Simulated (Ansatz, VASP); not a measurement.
# One calculation of Re, two programs

```
CELL_PARAMETERS angstrom
2.55022 0.00000 0.00000
-1.27511 2.20855 0.00000
0.00000 0.00000 4.07776
ATOMIC_POSITIONS crystal
Re 0.33333 0.66667 0.25000
Re 0.66667 0.33333 0.75000
```

Change from the starting cell: volume scaled by 0.9405, crystal datasets.

Alike in both runs: task electric field gradients; functional LDA; k mesh 14 × 14 × 8; occupations fermi-dirac, width 0.05 eV; no spin polarisation.

|  | VASP | Ansatz |
| --- | --- | --- |
| version | VASP 6.6.1 | Ansatz 0.2.0 |
| potentials or method | VASP PAW LDA potentials, release 64 (Re), cutoff 520 eV | all-electron PAW with datasets made for the crystal, scalar-relativistic |

|  | VASP | Ansatz | Ansatz less VASP |
| --- | --- | --- | --- |
| pressure (GPa) | 151.3 | 143.2 | -8.17 |
| traceless stress, the component that is largest in VASP (GPa) | 5.05 | 5.14 | +0.097 |
| size of Vzz on the site where it differs most (V/Å²) | 104.8 | 80.4 | -24.35 |

LDA's correlation is that of Perdew and Zunger in VASP and of Perdew and Wang (1992) in Ansatz. Both programs put the cell under a high pressure, so it lies far from rest at this level. Ansatz ran all-electron here, and VASP with PAW potentials.

Spin-orbit coupling is off throughout. Noted on VASP's run: the cell as given lies far from equilibrium.
